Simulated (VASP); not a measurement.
# HgW (Fm-3m) in VASP: notebook

Runs on HgW. Level: PBE. Tasks: single point, relaxation of cell and atoms.

Everything below comes from runs of VASP 6.6.1. Logs are shortened: lines on timing, memory, paths and dates and some standing lists are left out, and cuts for length are marked.

### 1 The cell of the first run

Symmetry: Fm-3m, No. 225, cubic system. The conventional cell has a = 5.495 Å, b = 5.495 Å, c = 5.495 Å, α = 90.00°, β = 90.00°, γ = 90.00°. Within 3.6 Å of Hg (site symmetry m-3m) lie 6 W at 2.75 Å. Within 3.6 Å of W (site symmetry m-3m) lie 6 Hg at 2.75 Å.

### 2 Single point, PBE

Input file INCAR:

```
SYSTEM = HgW
ALGO = Fast ; EDIFF = 1E-6
ENCUT = 520 ; GGA = PE
ISIF = 2 ; ISMEAR = 0
LASPH = .TRUE. ; LCHARG = .TRUE.
LELF = .TRUE. ; LREAL = .FALSE.
LVHAR = .TRUE. ; LWAVE = .FALSE.
NBANDS = 20 ; NELM = 80
PREC = Accurate ; SIGMA = 0.1
```

Input file KPOINTS:

```
k-points
0
G
  18 18 18
  0 0 0
```

Input file POSCAR:

```
HgW
1.0
    0.0000000000      2.7476758537      2.7476758537
    2.7476758537      0.0000000000      2.7476758537
    2.7476758537      2.7476758537      0.0000000000
Hg W
1 1
Direct
    0.0000000000      0.0000000000      0.0000000000
    0.5000000000      0.5000000000      0.5000000000
```

Potentials or basis: VASP PAW PBE potentials, release 64 (Hg, W_sv).

Started as:

```bash
$ cat potpaw_PBE.64/Hg/POTCAR potpaw_PBE.64/W_sv/POTCAR > POTCAR
$ mpirun -np 1 vasp_std > vasp.out
```

OUTCAR:

```text
SYSTEM = HgW
   EDIFF = 1E-6
   ENCUT = 520
   GGA = PE
   ISIF = 2
   ISMEAR = 0
   LASPH = .TRUE.
   LREAL = .FALSE.
   NELM = 80
   PREC = Accurate

 ion  position               nearest neighbor table
   1  0.000  0.000  0.000-   2 2.75   2 2.75   2 2.75   2 2.75   2 2.75   2 2.75
   2  0.500  0.500  0.500-   1 2.75   1 2.75   1 2.75   1 2.75   1 2.75   1 2.75

  LATTYP: Found a face centered cubic cell.
 ALAT       =     5.4953517074

  Lattice vectors:

 A1 = (   0.0000000000,   2.7476758537,   2.7476758537)
 A2 = (   2.7476758537,   0.0000000000,   2.7476758537)
 A3 = (   2.7476758537,   2.7476758537,   0.0000000000)

Analysis of symmetry for initial positions (statically):
=====================================================================
 Subroutine PRICEL returns:
 Original cell was already a primitive cell.

 Routine SETGRP: Setting up the symmetry group for a
 face centered cubic supercell.

 Subroutine GETGRP returns: Found 48 space group operations
 (whereof 48 operations were pure point group operations)
 out of a pool of 48 trial point group operations.

The static configuration has the point symmetry O_h .

Analysis of symmetry for dynamics (positions and initial velocities):
=====================================================================
 Subroutine PRICEL returns:
 Original cell was already a primitive cell.

 Routine SETGRP: Setting up the symmetry group for a
 face centered cubic supercell.

 Subroutine GETGRP returns: Found 48 space group operations
 (whereof 48 operations were pure point group operations)
 out of a pool of 48 trial point group operations.

The dynamic configuration has the point symmetry O_h .

 Subroutine INISYM returns: Found 48 space group operations
 (whereof 48 operations are pure point group operations),
 and found     1 'primitive' translations

----------------------------------------------------------------------------------------

                                     Primitive cell

  volume of cell :      41.4884

  direct lattice vectors                    reciprocal lattice vectors
     0.000000000  2.747675854  2.747675854    -0.181971974  0.181971974  0.181971974
     2.747675854  0.000000000  2.747675854     0.181971974 -0.181971974  0.181971974
     2.747675854  2.747675854  0.000000000     0.181971974  0.181971974 -0.181971974

  length of vectors
     3.885800457  3.885800457  3.885800457     0.315184705  0.315184705  0.315184705

  position of ions in fractional coordinates (direct lattice)
     0.000000000  0.000000000  0.000000000
     0.500000000  0.500000000  0.500000000

  ion indices of the primitive-cell ions
   primitive index   ion index
                 1           1
                 2           2

----------------------------------------------------------------------------------------

 KPOINTS: k-points

Automatic generation of k-mesh.
 Grid dimensions read from file:
 generate k-points for:   18   18   18

 Generating k-lattice:

  Cartesian coordinates                     Fractional coordinates (reciprocal lattice)
    -0.010109554  0.010109554  0.010109554     0.055555556  0.000000000  0.000000000
     0.010109554 -0.010109554  0.010109554     0.000000000  0.055555556  0.000000000
     0.010109554  0.010109554 -0.010109554     0.000000000  0.000000000  0.055555556

  Length of vectors
     0.017510261  0.017510261  0.017510261

  Shift w.r.t. Gamma in fractional coordinates (k-lattice)
     0.000000000  0.000000000  0.000000000

 Subroutine IBZKPT returns following result:
 ===========================================

 Found    195 irreducible k-points:

 Following reciprocal coordinates:
            Coordinates               Weight
  0.000000  0.000000  0.000000      1.000000
  0.055556  0.000000  0.000000      8.000000
  0.111111  0.000000  0.000000      8.000000
  0.166667  0.000000  0.000000      8.000000
  0.222222  0.000000  0.000000      8.000000
  0.277778  0.000000  0.000000      8.000000
[... 16 lines left out ...]
 -0.277778  0.055556  0.000000     24.000000
 -0.222222  0.055556  0.000000     24.000000
 [... further k-points ...]
   k-points           NKPTS =    195   k-points in BZ     NKDIM =    195   number of bands    NBANDS=     20
   number of dos      NEDOS =    301   number of ions     NIONS =      2
   total plane-waves  NPLWV =  27000
   dimension x,y,z NGX =    30 NGY =   30 NGZ =   30
   dimension x,y,z NGXF=    60 NGYF=   60 NGZF=   60
   ions per type =               1   1
   NGX,Y,Z   is equivalent  to a cutoff of  12.83, 12.83, 12.83 a.u.
   NGXF,Y,Z  is equivalent  to a cutoff of  25.67, 25.67, 25.67 a.u.
 SYSTEM =  HgW
   PREC   = accura    normal or accurate (medium, high low for compatibility)
   ISTART =      0    job   : 0-new  1-cont  2-samecut
   ICHARG =      2    charge: 1-file 2-atom 10-const
   ISPIN  =      1    spin polarized calculation?
   LNONCOLLINEAR =      F non collinear calculations
   LSORBIT =      F    spin-orbit coupling
   LASPH  =      T    aspherical Exc in radial PAW
   ENCUT  =  520.0 eV  38.22 Ry    6.18 a.u.   7.23  7.23  7.23*2*pi/ulx,y,z
   NELM   =     80;   NELMIN=  2; NELMDL= -5     # of ELM steps
   EDIFF  = 0.1E-05   stopping-criterion for ELM
   LREAL  =      F    real-space projection
   EDIFFG = 0.1E-04   stopping-criterion for IOM
   NSW    =      0    number of steps for IOM
   IBRION =     -1    ionic relax: 0-MD 1-quasi-New 2-CG
   NFREE  =      0    steps in history (QN), initial steepest desc. (CG)
   ISIF   =      2    stress and relaxation
   ISYM   =      2    0-nonsym 1-usesym 2-fastsym
   POTIM  = 0.5000    time-step for ionic-motion
   TEBEG  =    0.0;   TEEND  =   0.0 temperature during run
   PSTRESS=    0.0 pullay stress
   NELECT =      26.0000    total number of electrons
   NUPDOWN=      -1.0000    fix difference up-down
   EMIN   =  10.00;   EMAX   =-10.00  energy-range for DOS
   EFERMI =   0.00;   METHOD = LEGACY
   ISMEAR =     0;   SIGMA  =   0.10  broadening in eV -4-tet -1-fermi 0-gaus
   EFERMI_NEDOS =   21; number of points for ismear=-14 and -15
   IALGO  =     68    algorithm
   IMIX   =      4    mixing-type and parameters
     AMIX     =   0.40;   BMIX     =  1.00
     AMIX_MAG =   1.60;   BMIX_MAG =  1.00
  volume/ion in A,a.u.               =      20.74       139.99
  Fermi-wavevector in a.u.,A,eV,Ry     =   1.400954  2.647419 26.703764  1.962671
  Thomas-Fermi vector in A             =   2.523863
   LORBIT       =      0    0 simple, 1 ext, 2 COOP (PROOUT), +10 PAW based schemes
   GGA     = PE    functional components
   LHFCALC =     F    Hartree Fock is set to
   AEXX    =    0.0000 exact exchange contribution
   IVDW    =     0    specifies the selected vdW correction
   LEPSILON=     F    determine dielectric tensor
   LRPA    =     F    only Hartree local field effects (RPA)
 non-spin polarized calculation
 RMM-DIIS sequential band-by-band and
 Gauss-broadening in eV      SIGMA  =   0.10
  energy-cutoff  :      520.00
  volume of cell :       41.49
 maximum number of plane-waves:      1139
 NGX is ok and might be reduce to    30
   NGX = 15   NGY = 15   NGZ = 15

 number of electron      26.0000001 magnetization

 Free energy of the ion-electron system (eV)
  ---------------------------------------------------
  ext. energy  EPLUGINS =         0.00000000
  ---------------------------------------------------
  free energy    TOTEN  =        -9.31973643 eV

  energy without entropy =       -9.30930303  energy(sigma->0) =       -9.31451973

 E-fermi :   5.9468     XC(G=0): -11.8210

 val. band max:        5.9436918011   @ k =   0.2778   0.1667   0.0556
 cond. band min:       5.9525561830   @ k =   0.3333   0.2222   0.1111
 fundamental gap:      0.0088643819
 Fermi energy:         5.9467926311

 k-point     1 :       0.0000    0.0000    0.0000
  band No.  band energies     occupation
      1     -68.7910      2.00000
      2     -32.9291      2.00000
      3     -32.9291      2.00000
      4     -32.9291      2.00000
      5      -3.4282      2.00000
      6      -2.3644      2.00000
[... 12 lines left out ...]
     19      13.9260      0.00000
     20      17.5371      0.00000

 k-point     2 :       0.0556    0.0000    0.0000
  band No.  band energies     occupation
      1     -68.7909      2.00000
      2     -32.9304      2.00000
      3     -32.9294      2.00000
      4     -32.9294      2.00000
      5      -3.3680      2.00000
      6      -2.3461      2.00000
[... 12 lines left out ...]
     19      14.0144      0.00000
     20      17.8893      0.00000

 k-point     3 :       0.1111    0.0000    0.0000
  band No.  band energies     occupation
      1     -68.7909      2.00000
      2     -32.9341      2.00000
      3     -32.9304      2.00000
      4     -32.9304      2.00000
      5      -3.1891      2.00000
      6      -2.2928      2.00000
[... 12 lines left out ...]
     19      14.2609      0.00000
     20      17.9404      0.00000

 k-point     4 :       0.1667    0.0000    0.0000
  band No.  band energies     occupation
      1     -68.7907      2.00000
      2     -32.9399      2.00000
      3     -32.9320      2.00000
      4     -32.9320      2.00000
      5      -2.8985      2.00000
      6      -2.2094      2.00000
[... 12 lines left out ...]
     19      14.5876      0.00000
     20      17.3488      0.00000

 k-point     5 :       0.2222    0.0000    0.0000
  band No.  band energies     occupation
      1     -68.7905      2.00000
      2     -32.9470      2.00000
      3     -32.9338      2.00000
      4     -32.9338      2.00000
      5      -2.5175      2.00000
      6      -2.1041      2.00000
[... 12 lines left out ...]
     19      14.8116      0.00000
     20      17.0211      0.00000
[... 353 lines left out ...]
      6      -1.8042      2.00000
[... 12 lines left out ...]
     19      16.0688      0.00000
     20      17.6939      0.00000

 k-point    22 :      -0.3333    0.0556    0.0000
  band No.  band energies     occupation
      1     -68.7900      2.00000
      2     -32.9634      2.00000
      3     -32.9388      2.00000
      4     -32.9385      2.00000
      5      -1.9722      2.00000
      6      -1.8568      2.00000
[... 12 lines left out ...]
     19      16.4772      0.00000
     20      17.3705      0.00000

 k-point    23 :      -0.2778    0.0556    0.0000
  band No.  band energies     occupation
      1     -68.7902      2.00000
      2     -32.9570      2.00000
      3     -32.9369      2.00000
      4     -32.9367      2.00000
      5      -2.1244      2.00000
      6      -1.9290      2.00000
[... 12 lines left out ...]
     19      16.4955      0.00000
     20      16.9386      0.00000

 k-point    24 :      -0.2222    0.0556    0.0000
  band No.  band energies     occupation
      1     -68.7904      2.00000
      2     -32.9498      2.00000
      3     -32.9349      2.00000
      4     -32.9348      2.00000
      5      -2.3963      2.00000
      6      -2.0588      2.00000
[... 12 lines left out ...]
     19      15.7866      0.00000
     20      16.6570      0.00000

 [... further k-points ...]

------------------------ aborting loop because EDIFF is reached ----------------------------------------

  FORCE on cell =-STRESS in cart. coord.  units (eV):
  Direction    XX          YY          ZZ          XY          YZ          ZX
  --------------------------------------------------------------------------------------
  -------------------------------------------------------------------------------------
  Total        0.1770792      0.1770792      0.1770792      0.0000000      0.0000000     -0.0000000
  in kB        6.8383533      6.8383533      6.8383533      0.0000000      0.0000000     -0.0000000
  external PRESSURE =       6.8383533 kB  Pullay stress =       0.0000000 kB

 VOLUME and BASIS-vectors are now :
 -----------------------------------------------------------------------------
  energy-cutoff  :      520.00
  volume of cell :       41.49
      direct lattice vectors                 reciprocal lattice vectors
     0.000000000  2.747675854  2.747675854    -0.181971974  0.181971974  0.181971974
     2.747675854  0.000000000  2.747675854     0.181971974 -0.181971974  0.181971974
     2.747675854  2.747675854  0.000000000     0.181971974  0.181971974 -0.181971974

 POSITION                                       TOTAL-FORCE (eV/Angst)
 -----------------------------------------------------------------------------------
      0.00000      0.00000      0.00000         0.000000      0.000000      0.000000
      2.74768      2.74768      2.74768         0.000000     -0.000000     -0.000000
 -----------------------------------------------------------------------------------
    total drift:                                0.000000      0.000000      0.000000

  FREE ENERGIE OF THE ION-ELECTRON SYSTEM (eV)
  ---------------------------------------------------
  free  energy   TOTEN  =        -9.3197364320 eV

  energy  without entropy=       -9.3093030312  energy(sigma->0) =       -9.31451973
```

Run time: 83 s. Hardware: 1 thread of AMD EPYC 9R45 (Zen 5), shared host; peak memory 0.26 GiB.

Results:

```yaml
Free_energy: -9.3197 eV
Pressure: 0.7 GPa
Band_gap_on_the_k_mesh: zero (bands 13 and 14 overlap by 1.02 eV)
```

Levels at points of the mesh, in eV from the Fermi level:
```
           k point  band 10  band 11  band 12  band 13  band 14  band 15  band 16  band 17
(0.00, 0.00, 0.00)    -7.83     0.05     0.05     0.05     1.49     1.49     6.97     6.97
(0.50, 0.00, 0.00)    -4.83    -4.67    -1.93    -1.93     0.29     0.29     0.88     8.13
(0.50, 0.50, 0.00)    -6.07    -1.91    -0.56     0.75     0.75     1.75     2.47     2.47
```

Caveat: spin-orbit coupling is left out, which moves the levels of the heavy elements.

### 3 Relaxation of cell and atoms, PBE

This run uses another cell than the first one, of 20.86 Å³/atom.

Input file INCAR:

```
  PREC = Accurate
  ENCUT = 600
  EDIFF = 1E-6
  ISMEAR = 0
  SIGMA = 0.1
  LREAL = False
  LASPH = True
  NELM = 80
  ALGO = Fast
  ISIF = 3
  LWAVE = False
  LCHARG = False
  GGA = PE
  IBRION = 2
  NSW = 100
  EDIFFG = -0.01
```

Input file KPOINTS:

```
Automatic mesh
0
Gamma
  18 18 18
```

Input file POSCAR:

```
HgW
1.0
    0.0000000000      2.7528608396      2.7528608396
    2.7528608396      0.0000000000      2.7528608396
    2.7528608396      2.7528608396      0.0000000000
Hg W
1 1
Direct
    0.0000000000      0.0000000000      0.0000000000
    0.5000000000      0.5000000000      0.5000000000
```

Potentials or basis: VASP PAW PBE potentials, release 64 (Hg, W_sv).

Started as:

```bash
$ cat potpaw_PBE.64/Hg/POTCAR potpaw_PBE.64/W_sv/POTCAR > POTCAR
$ mpirun -np 1 vasp_std > vasp.out
```

Wall time 84 s (1 thread of AMD EPYC 9R45 (Zen 5), shared host); peak memory 0.3 GiB.

It converged, with:

* Free energy: -9.3204 eV
* Pressure after relaxing: -0.1 GPa
* Band gap on the k mesh: zero (bands 13 and 14 overlap by 1.01 eV)

Final structure:
```yaml
crystal:
  lattice:
    - [0.00000, 2.75286, 2.75286]
    - [2.75286, 0.00000, 2.75286]
    - [2.75286, 2.75286, 0.00000]
  atoms:
    - { symbol: Hg, position: [0.00000, 0.00000, 0.00000] }
    - { symbol: W, position: [0.50000, 0.50000, 0.50000] }
```

Levels at points of the mesh, in eV from the Fermi level:
| k point | band 9 | band 10 | band 11 | band 12 | band 13 | band 14 | band 15 | band 16 | band 17 |
| --- | --- | --- | --- | --- | --- | --- | --- | --- | --- |
| (0.00, 0.00, 0.00) | -7.80 | -7.80 | 0.05 | 0.05 | 0.05 | 1.47 | 1.47 | 6.94 | 6.94 |
| (0.50, 0.00, 0.00) | -7.16 | -4.80 | -4.66 | -1.91 | -1.91 | 0.29 | 0.29 | 0.88 | 8.11 |
| (0.50, 0.50, 0.00) | -7.00 | -6.04 | -1.89 | -0.56 | 0.75 | 0.75 | 1.82 | 2.47 | 2.47 |

Caveat: the relaxation stopped at its first step, so nothing moved; spin-orbit coupling is left out, which moves the levels of the heavy elements.
